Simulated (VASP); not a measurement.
Runs of VASP 6.6.1 on C. The structure is that of space group P6_3/mmc (No. 194), or close to it. The cells are those of the table. 

```csv
task,cell,k mesh,cutoff (eV),smearing,gap on the mesh (eV),pressure (GPa)
relaxation of cell and atoms,"relaxed from a = 2.464, b = 2.464, c = 6.711 Å, angles 90.0, 90.0, 120.0°, 4 atoms",8 × 8 × 3,600,fermi-dirac 0.05 eV,1.89,0.0
single point,"a = 2.475, b = 2.475, c = 10.197 Å, angles 90.0, 90.0, 120.0°, 4 atoms",7 × 7 × 2,520,fermi-dirac 0.1 eV,(a),0.2
single point,"a = 2.475, b = 2.475, c = 10.197 Å, angles 90.0, 90.0, 120.0°, 4 atoms",8 × 8 × 3,520,fermi-dirac 0.05 eV,(b),0.3
single point,"a = 2.475, b = 2.475, c = 10.197 Å, angles 90.0, 90.0, 120.0°, 4 atoms",14 × 14 × 3,520,fermi-dirac 0.05 eV,1.19,0.2
```

Alike in all rows: level revPBE; potentials or basis VASP PAW PBE potentials, release 64 (C); no spin polarisation.

Question: Estimate the missing entries.

Answer: (a) 2.93; (b) 1.94.

Caveats: the PAW data sets were made with another functional, which shifts forces and pressure a little; this functional lacks dispersion, which binds the layers, so the pressure and a relaxed spacing across them are unreliable.

A k mesh can miss the band edges.
